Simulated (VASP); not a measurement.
Write the native input for VASP 6.6.1 that does the following.

```
Task                   : single point
Functional             : PBEsol
Potentials or basis    : VASP PAW PBE potentials, release 64 (Ga_d)
Cutoff                 : 520 eV
k mesh                 : 9 × 9 × 12
Occupations            : fermi-dirac, width 0.1 eV
Spin                   : no spin polarisation
Dipole correction      : no
Further INCAR settings : ALGO = Normal; EDIFF = 1e-06; NBANDS = 26
```

The structure of Ga lies in POSCAR:

```
Ga
1.0
    4.4814783579      0.0000000000      0.0000000000
   -2.2407391790      3.8810741044      0.0000000000
    0.0000000000      0.0000000000      2.8659883720
Ga
3
Direct
    1.0000000000      1.0000000000      0.0000000000
    0.3333333333      0.6666666667      0.5000000000
    0.6666666667      0.3333333333      0.5000000000
```

This isn't the form of Ga at room conditions, which is orthorhombic.

One way to write it, as run:

INCAR

```
  ALGO = Normal
  EDIFF = 1E-6
  ENCUT = 520
  GGA = PS
  ISIF = 2
  ISMEAR = -1
  LASPH = True
  LCHARG = False
  LREAL = False
  LWAVE = False
  NBANDS = 26
  NELM = 80
  PREC = Accurate
  SIGMA = 0.1
```

KPOINTS

```
k-points
0
Gamma
  9 9 12
```

Potentials or basis: VASP PAW PBE potentials, release 64 (Ga_d).

Launch:

```bash
$ cat potpaw_PBE.64/Ga_d/POTCAR > POTCAR
$ mpirun -np 1 vasp_std > vasp.out
```

It gave:

The pressure is 6.2 GPa. The band gap on the k mesh is zero (an odd number of electrons rules out a gap without spin polarisation).

Caveat: the cell stands under pressure; the PAW data sets were made with another functional, which shifts forces and pressure a little.

It took 77 s on 1 thread of Intel Xeon 6975P-C, on a shared host, peak memory 0.23 GiB.
